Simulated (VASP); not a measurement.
Runs of VASP 6.6.1 on Pb. The structure is that of space group Pm-3m (No. 221), or close to it. The cells are those of the table. 

```tsv
task	cell	k mesh	cutoff (eV)	gap on the mesh (eV)	pressure (GPa)
single point	a = 3.253 Å, 1 atom	15 × 15 × 15	520	none	(a)
relaxation of cell and atoms	relaxed from a = 3.200 Å, 1 atom	10 × 10 × 10	600	none	0.0
single point	a = 3.389 Å, 1 atom	15 × 15 × 15	520	none	-0.9
single point	a = 3.300 Å, 1 atom	15 × 15 × 15	520	none	1.4
single point	a = 3.345 Å, 1 atom	10 × 10 × 10	520	none	0.0
single point	a = 3.432 Å, 1 atom	15 × 15 × 15	520	none	-1.7
```

Alike in all rows: level BLYP; potentials or basis VASP PAW PBE potentials, release 64 (Pb_d); no spin polarisation; smearing fermi-dirac 0.1 eV.

Estimate the missing entries.

(a) 3.0.

Caveats: the PAW data sets were made with another functional, which shifts forces and pressure a little; spin-orbit coupling is left out, which moves the levels of the heavy elements.

A k mesh can miss the band edges, and the runs leave out spin-orbit coupling on Pb.

A gap of «none» marks levels without a gap at the run's occupations.
